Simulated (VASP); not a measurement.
Si, 2 atoms in the cell. It takes space group P6_3/mmc (No. 194, hexagonal). Conventional cell: a = 2.268 Å, b = 2.268 Å, c = 3.589 Å, α = 90.00°, β = 90.00°, γ = 120.00°. Within 2.9 Å of Si (site symmetry -6m2) lie 12 Si at 2.22 to 2.27 Å. 

| Property | Result |
| --- | --- |
| Program | VASP 6.6.1 |
| Task | relaxation of cell and atoms |
| Functional | PBEsol |
| Potentials or basis | VASP PAW PBE potentials, release 64 (Si) |
| Cutoff | 500 eV |
| k mesh | 12 × 12 × 6 |
| Occupations | gaussian, width 0.1 eV |
| Spin | no spin polarisation |
| Dipole correction | no |
| Further INCAR settings | ALGO = Normal; EDIFF = 1e-07; IBRION = 2; EDIFFG = -0.05; NSW = 80; ISIF = 3 |

Potentials or basis: VASP PAW PBE potentials, release 64 (Si).

Command:

```sh
$ cat potpaw_PBE.64/Si/POTCAR > POTCAR
$ mpirun -np 1 vasp_std > vasp.out
```

Hardware: 1 thread of Intel(R) Xeon(R) 6975P-C (Granite Rapids), with other jobs on the host.

Problem. Estimate the wall time of this run.

Solution. Run time: 13 s on 1 thread of Intel(R) Xeon(R) 6975P-C (Granite Rapids), with other jobs on the host, peak memory 0.12 GiB. Counts: scf iterations 40, k points 76, ion steps 5.
